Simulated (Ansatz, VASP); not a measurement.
## One calculation of KI, two programs

File POSCAR:

```
KI
1.0
    6.0394507398      0.0000000000      0.0000000000
   -3.0197253699      5.2303177656      0.0000000000
    0.0000000000      0.0000000000      7.0391244287
K I
2 2
Direct
    0.3333333333      0.6666666667     -0.0625000000
    0.6666666667      0.3333333333      0.4375000000
    0.3333333333      0.6666666667      0.4375000000
    0.6666666667      0.3333333333      0.9375000000
```

Contents of INCAR.step1:

```
SYSTEM = KI
ALGO     = Normal         ! electronic algorithm
EDIFF    = 1E-4           ! SCF threshold, eV
ENCUT    = 520            ! plane-wave cutoff, eV
GGA      = PE             ! functional
ISMEAR   = 0              ! smearing method
LASPH    = .TRUE.         ! aspherical terms in the spheres
LCHARG   = .FALSE.        ! write CHGCAR
LREAL    = .FALSE.        ! projectors in reciprocal space
LWAVE    = .TRUE.         ! write WAVECAR
NBANDS   = 24             ! bands
NELM     = 60             ! most SCF steps
PREC     = Accurate       ! precision mode
SIGMA    = 0.01           ! smearing width, eV
```

The input INCAR.step2:

```
SYSTEM = KI
ALGO     = Normal         ! electronic algorithm
EDIFF    = 1E-6           ! SCF threshold, eV
ENCUT    = 520            ! plane-wave cutoff, eV
ISIF     = 2              ! what is computed and relaxed
ISMEAR   = 0              ! smearing method
ISTART   = 1            
LASPH    = .TRUE.         ! aspherical terms in the spheres
LCHARG   = .FALSE.        ! write CHGCAR
LMIXTAU  = .TRUE.       
LREAL    = .FALSE.        ! projectors in reciprocal space
LWAVE    = .FALSE.        ! write WAVECAR
METAGGA  = R2SCAN         ! meta-GGA
NBANDS   = 24             ! bands
NELM     = 60             ! most SCF steps
PREC     = Accurate       ! precision mode
SIGMA    = 0.01           ! smearing width, eV
```

File KPOINTS:

```
k-points
0
G
  6 6 4
  0 0 0
```

Input for Ansatz:

```yaml
crystal:
  lattice:
    - [6.0394507398, 0.0, 0.0]
    - [-3.0197253699, 5.2303177656, 0.0]
    - [0.0, 0.0, 7.0391244287]
  atoms:
    - { symbol: K, position: [0.3333333333, 0.6666666667, -0.0625] }
    - { symbol: K, position: [0.6666666667, 0.3333333333, 0.4375] }
    - { symbol: I, position: [0.3333333333, 0.6666666667, 0.4375] }
    - { symbol: I, position: [0.6666666667, 0.3333333333, 0.9375] }
kpoints:
  mp_grid: { grid: [6, 6, 4] }
  band_path:
    path:
      - [0.0, 0.0, 0.0]
      - [0.5, 0.0, 0.0]
      - [0.3333333333, 0.3333333333, 0.0]
      - [0.0, 0.0, 0.5]
      - [0.5, 0.0, 0.5]
      - [0.3333333333, 0.3333333333, 0.5]
    npoints: 1
hamiltonian:
  xc: r2scan
scf:
  occupations: { method: fixed }
  n_extra_bands: 5
output:
  forces: true
  stress: true
  eigenvalues: true
```

Alike in both runs: task single point; functional r2SCAN; k mesh 6 × 6 × 4; no spin polarisation.

|  | VASP | Ansatz |
| --- | --- | --- |
| version | VASP 6.6.1 | Ansatz 0.2.0 |
| potentials or method | VASP PAW PBE potentials, release 64 (K_sv, I) | plane waves, PAW |
| plane-wave cutoff (eV) | 520 | 500 |
| occupations | gaussian, width 0.01 eV | fixed |
| valence electrons in the cell | 32 | 52 |

|  | VASP | Ansatz | Ansatz less VASP |
| --- | --- | --- | --- |
| gap on the k mesh at the Fermi level (eV) | 4.35 | 4.35 | +0.003 |
| pressure (GPa) | 0.0 | 0.0 | 0.00 |

VASP's potentials were made for PBE, not for r2SCAN. VASP's potentials hold 32 valence electrons a cell and Ansatz's 52, so a difference there can come from the potentials and not from the codes.

Spin-orbit coupling is off throughout.
